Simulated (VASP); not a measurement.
# Sc12H3C in VASP: single point with PBE

Aim: the single point of Sc12H3C with PBE.

Everything below comes from runs of VASP 6.6.1. Logs are shortened: lines on timing, memory, paths and dates and some standing lists are left out, and cuts for length are marked.

### Step 1. The cell of the first run

The cell holds a slab with vacuum, 16 atoms: a = 6.620 Å, b = 6.620 Å, c = 17.276 Å, α = 90.00°, β = 90.00°, γ = 60.00°.

### Step 2. Single point, PBE

File INCAR:

```
SYSTEM = Sc12H3C
ALGO = Normal
EDIFF = 1E-6
ENCUT = 520
GGA = PE
ISIF = 2
ISMEAR = 0
LASPH = .True.
LCHARG = .True.
LELF = .True.
LREAL = Auto
LVHAR = .True.
LWAVE = .False.
NBANDS = 84
NELM = 80
PREC = Accurate
SIGMA = 0.05
```

File KPOINTS:

```
k-points
0
Gamma
  3 3 1
  0 0 0
```

File POSCAR:

```
Sc12H3C
1.0
    6.6200000000      0.0000000000      0.0000000000
    3.3100000000      5.7330880000      0.0000000000
    0.0000000000      0.0000000000     17.2761400000
Sc C H
12 1 3
Direct
    0.0000000000      0.0000000000      0.0578833000
    0.5000000000      0.0000000000      0.0578833000
    0.0000000000      0.5000000000      0.0578833000
    0.5000000000      0.5000000000      0.0578833000
   -0.1672962408      0.3345820448      0.2039428333
    0.3333381809      0.3333253767      0.2019343158
   -0.1672751479      0.8326825652      0.2039413898
    0.3345948791      0.8327088610      0.2039329618
    0.0000294701     -0.0000198300      0.3439209713
    0.4937141141      0.0127226308      0.3529281867
    0.0127812427      0.4935245007      0.3529431586
    0.4935496350      0.4937067057      0.3529283222
    0.3334330893      0.3332815411      0.4530732370
    0.1586982905      0.4186443163      0.4814845079
    0.4228957049      0.1584752553      0.4814376672
    0.4188641330      0.4226745497      0.4814260805
```

Potentials or basis: VASP PAW PBE potentials, release 64 (Sc_sv, C, H).

Launch:

```sh
> cat potpaw_PBE.64/Sc_sv/POTCAR potpaw_PBE.64/C/POTCAR potpaw_PBE.64/H/POTCAR > POTCAR
> mpirun -np 1 vasp_std > vasp.out
```

OUTCAR:

```text
SYSTEM = Sc12H3C
   EDIFF = 1E-6
   ENCUT = 520
   GGA = PE
   ISIF = 2
   ISMEAR = 0
   LASPH = .True.
   LREAL = Auto
   NELM = 80
   PREC = Accurate

 ion  position               nearest neighbor table
   1  0.000  0.000  0.058-   8 3.17   5 3.17   7 3.17   3 3.31   3 3.31   4 3.31   4 3.31   2 3.31
                             2 3.31
   2  0.500  0.000  0.058-   6 3.14   8 3.16   7 3.16   4 3.31   3 3.31   4 3.31   3 3.31   1 3.31
                             1 3.31
   3  0.000  0.500  0.058-   6 3.14   7 3.16   5 3.16   1 3.31   1 3.31   2 3.31   2 3.31   4 3.31
                             4 3.31
   4  0.500  0.500  0.058-   6 3.14   8 3.16   5 3.16   2 3.31   1 3.31   2 3.31   1 3.31   3 3.31
                             3 3.31
   5  0.833  0.335  0.204-   9 3.09   4 3.16   3 3.16   1 3.17  11 3.23  12 3.23   7 3.30   8 3.30
                             6 3.31   6 3.31   8 3.32   7 3.32
   6  0.333  0.333  0.202-   2 3.14   4 3.14   3 3.14  12 3.19  10 3.19  11 3.19   7 3.31   8 3.31
                             5 3.31   5 3.31   8 3.31   7 3.31
   7  0.833  0.833  0.204-   9 3.09   3 3.16   2 3.16   1 3.17  10 3.23  11 3.23   5 3.30   8 3.30
                             6 3.31   6 3.31   8 3.32   5 3.32
   8  0.335  0.833  0.204-   9 3.09   2 3.16   4 3.16   1 3.17  12 3.23  10 3.23   7 3.30   5 3.30
                             6 3.31   6 3.31   5 3.32   7 3.32
   9  0.000  1.000  0.344-   5 3.09   8 3.09   7 3.09  12 3.31  11 3.31  10 3.31  10 3.31  11 3.32
                            12 3.32
  10  0.494  0.013  0.353-  13 2.52  11 3.18  12 3.18   6 3.19   7 3.23   8 3.23   9 3.31   9 3.31

  11  0.013  0.494  0.353-  13 2.52  12 3.18  10 3.18   6 3.19   5 3.23   7 3.23   9 3.31   9 3.32

  12  0.494  0.494  0.353-  13 2.52  11 3.18  10 3.18   6 3.19   8 3.23   5 3.23   9 3.31   9 3.32

  13  0.333  0.333  0.453-  14 1.12  16 1.12  15 1.12  12 2.52  10 2.52  11 2.52
  14  0.159  0.419  0.481-  13 1.12
  15  0.423  0.158  0.481-  13 1.12
  16  0.419  0.423  0.481-  13 1.12

  LATTYP: Found a hexagonal cell.
 ALAT       =     6.6199998501
 C/A-ratio  =     2.6096888808

  Lattice vectors:

 A1 = (  -3.3100000000,  -5.7330880000,   0.0000000000)
 A2 = (   6.6200000000,   0.0000000000,   0.0000000000)
 A3 = (   0.0000000000,   0.0000000000,  17.2761400000)

Analysis of symmetry for initial positions (statically):
=====================================================================
 Subroutine PRICEL returns:
 Original cell was already a primitive cell.

 Routine SETGRP: Setting up the symmetry group for a
 hexagonal supercell.

 Subroutine GETGRP returns: Found  1 space group operations
 (whereof  1 operations were pure point group operations)
 out of a pool of 24 trial point group operations.

The static configuration has the point symmetry C_1 .

Analysis of symmetry for dynamics (positions and initial velocities):
=====================================================================
 Subroutine PRICEL returns:
 Original cell was already a primitive cell.
[... 132 lines left out ...]
   EFERMI_NEDOS =   21; number of points for ismear=-14 and -15
   IALGO  =     38    algorithm
   IMIX   =      4    mixing-type and parameters
     AMIX     =   0.40;   BMIX     =  1.00
     AMIX_MAG =   1.60;   BMIX_MAG =  1.00
  volume/ion in A,a.u.               =      40.98       276.55
  Fermi-wavevector in a.u.,A,eV,Ry     =   0.976147  1.844651 12.964494  0.952863
  Thomas-Fermi vector in A             =   2.106743
   LORBIT       =      0    0 simple, 1 ext, 2 COOP (PROOUT), +10 PAW based schemes
   GGA     = PE    functional components
   LHFCALC =     F    Hartree Fock is set to
   AEXX    =    0.0000 exact exchange contribution
   IVDW    =     0    specifies the selected vdW correction
   LEPSILON=     F    determine dielectric tensor
   LRPA    =     F    only Hartree local field effects (RPA)
 non-spin polarized calculation
 Gauss-broadening in eV      SIGMA  =   0.05
  energy-cutoff  :      520.00
  volume of cell :      655.68
 maximum number of plane-waves:     17741
 NGX is ok and might be reduce to    50
   NGX = 25   NGY = 25   NGZ = 65

 number of electron     138.9999996 magnetization

 Free energy of the ion-electron system (eV)
  ---------------------------------------------------
  ext. energy  EPLUGINS =         0.00000000
  ---------------------------------------------------
  free energy    TOTEN  =       -89.89240018 eV

  energy without entropy =      -89.85368733  energy(sigma->0) =      -89.87304375

 E-fermi :   0.2867     XC(G=0):  -5.7427

 val. band max:        0.2655867787   @ k =  -0.3333   0.3333   0.0000
 cond. band min:       0.2943840253   @ k =  -0.3333   0.3333   0.0000
 fundamental gap:      0.0287972466
 Fermi energy:         0.2866765704

 k-point     1 :       0.0000    0.0000    0.0000
  band No.  band energies     occupation
      1     -49.4686      2.00000
      2     -49.4319      2.00000
      3     -49.4138      2.00000
      4     -49.4137      2.00000
      5     -49.4046      2.00000
      6     -49.3742      2.00000
[... 409 lines left out ...]
     80       0.7891      0.00000
     81       0.8511      0.00000
 [bands above 81 left out]

------------------------ aborting loop because EDIFF is reached ----------------------------------------

  FORCE on cell =-STRESS in cart. coord.  units (eV):
  Direction    XX          YY          ZZ          XY          YZ          ZX
  --------------------------------------------------------------------------------------
  -------------------------------------------------------------------------------------
  Total       -3.0752423     -3.0751224      0.0298475      0.0003170      0.0002998      0.0005416
  in kB       -7.5144397     -7.5141468      0.0729333      0.0007746      0.0007326      0.0013233
  external PRESSURE =      -4.9852177 kB  Pullay stress =       0.0000000 kB

 VOLUME and BASIS-vectors are now :
 -----------------------------------------------------------------------------
  energy-cutoff  :      520.00
  volume of cell :      655.68
      direct lattice vectors                 reciprocal lattice vectors
     6.620000000  0.000000000  0.000000000     0.151057402 -0.087213034  0.000000000
     3.310000000  5.733088000  0.000000000     0.000000000  0.174426068  0.000000000
     0.000000000  0.000000000 17.276140000     0.000000000  0.000000000  0.057883300

 POSITION                                       TOTAL-FORCE (eV/Angst)
 -----------------------------------------------------------------------------------
      0.00000      0.00000      1.00000         0.000153     -0.000213      0.088395
      3.31000      0.00000      1.00000         0.000338     -0.009048     -0.040793
      1.65500      2.86654      1.00000        -0.007574      0.004239     -0.040957
      4.96500      2.86654      1.00000         0.007763      0.004429     -0.040887
      6.61997      1.91819      3.52334         0.000238      0.000831      0.000120
      3.31001      1.91098      3.48865         0.000059     -0.000071      0.006550
[... 8 lines left out ...]
      3.32412      0.90855      8.31738        -0.001266     -0.022393      0.012665
      4.17193      2.42323      8.31718         0.020294      0.009924      0.013048
 -----------------------------------------------------------------------------------
    total drift:                               -0.002653      0.001736     -0.005420

  FREE ENERGIE OF THE ION-ELECTRON SYSTEM (eV)
  ---------------------------------------------------
  free  energy   TOTEN  =       -89.8924001783 eV

  energy  without entropy=      -89.8536873292  energy(sigma->0) =      -89.87304375
```

OSZICAR:

```text
N       E                     dE             d eps       ncg     rms          rms(c)
DAV:   1     0.317272917672E+04    0.31727E+04   -0.58676E+04   928   0.149E+03
DAV:   2     0.200587059673E+03   -0.29721E+04   -0.29366E+04  1176   0.718E+02
DAV:   3    -0.862744866201E+02   -0.28686E+03   -0.27898E+03  1432   0.342E+02
DAV:   4    -0.106408372536E+03   -0.20134E+02   -0.19518E+02  1384   0.736E+01
[... 19 lines left out ...]
DAV:  24    -0.898923848680E+02   -0.37755E-04   -0.23003E-05   832   0.245E-02    0.458E-03
DAV:  25    -0.898923928204E+02   -0.79524E-05   -0.52035E-06   816   0.130E-02    0.339E-03
DAV:  26    -0.898923980886E+02   -0.52681E-05   -0.28389E-06   760   0.101E-02    0.147E-03
DAV:  27    -0.898923998192E+02   -0.17307E-05   -0.73528E-07   640   0.580E-03    0.922E-04
DAV:  28    -0.898924001783E+02   -0.35900E-06   -0.27796E-07   672   0.330E-03
   1 F= -.89892400E+02 E0= -.89873044E+02  d E =-.387128E-01
```

stdout:

```text
POSCAR found type information on POSCAR ScC H
 POSCAR found :  3 types and      16 ions
 scaLAPACK will be used
 LDA part: xc-table for (Slater+PW92), standard interpolation
 POSCAR, INCAR and KPOINTS ok, starting setup
 FFT: planning ... GRIDC
 FFT: planning ... GRID_SOFT
 FFT: planning ... GRID
 WAVECAR not read
 entering main loop
```

Wall time 18 min (1 thread of Intel Xeon Platinum 8259CL at 2.50GHz (Skylake/Cascade Lake), shared host); peak memory 0.74 GiB.

Results:

* Free energy: -89.8924 eV
* Largest force: 0.088 eV/Å
* Band gap on the k mesh: zero (an odd number of electrons rules out a gap without spin polarisation)

Forces on the atoms (eV/Å):
```
Sc   0.000  0.000  0.088
Sc   0.000 -0.009 -0.041
Sc  -0.008  0.004 -0.041
Sc   0.008  0.004 -0.041
Sc   0.000  0.001  0.000
Sc   0.000  0.000  0.007
Sc  -0.001  0.000  0.000
Sc   0.001  0.000  0.000
Sc   0.000  0.000  0.007
Sc   0.000 -0.012 -0.003
Sc  -0.010  0.006 -0.002
Sc   0.011  0.006 -0.003
C   -0.003  0.001 -0.009
H   -0.019  0.012  0.012
H   -0.001 -0.022  0.013
H    0.020  0.010  0.013
```

Caveat: the k points lie up to 0.37 Å⁻¹ apart, too coarse for converged energies and pressures of a metal.
